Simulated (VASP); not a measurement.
Crystal: CuO (rocksalt type).

```
Cu O
1.0
     0.00000    2.23228    2.23228
     2.23228    0.00000    2.23228
     2.23228    2.23228    0.00000
Cu O
1 1
Direct
  0.00000 0.00000 0.00000
  0.50000 0.50000 0.50000
```

| Quantity | Value |
| --- | --- |
| Program | VASP 6.6.1 |
| Task | relaxation of cell and atoms |
| Functional | PBE |
| Potentials or basis | VASP PAW PBE potentials, release 64 (Cu, O) |
| Cutoff | 600 eV |
| k mesh | 16 × 16 × 16 |
| Occupations | fermi-dirac, width 0.08 eV |
| Spin | no spin polarisation |

At the start: pressure -18.7 GPa; volume 11.12 Å³/atom.

Task: Where does the relaxation end?

Result: Over 3 steps the energy falls by 105.6 meV/atom and the volume is 9.56 Å³/atom (-14.1 %); space group Fm-3m (No. 225, to 0.05 Å).

Step by step:
```tsv
step	energy change (eV)	largest force (eV/Å)	pressure (GPa)	volume (Å³)
1	0.0000	0.0000	-18.75	22.25
2	-0.1906	0.0000	8.43	18.31
3	-0.2113	0.0000	0.03	19.12
```

Final structure:
```yaml
crystal:
  lattice:
    - [0.00000, 2.12233, 2.12233]
    - [2.12233, 0.00000, 2.12233]
    - [2.12233, 2.12233, 0.00000]
  atoms:
    - { symbol: Cu, position: [0.00000, 0.00000, 0.00000] }
    - { symbol: O, position: [0.50000, 0.50000, 0.50000] }
```

Caveat: an odd number of electrons without spin polarisation forces a metal; a magnetic or distorted state may lie lower.
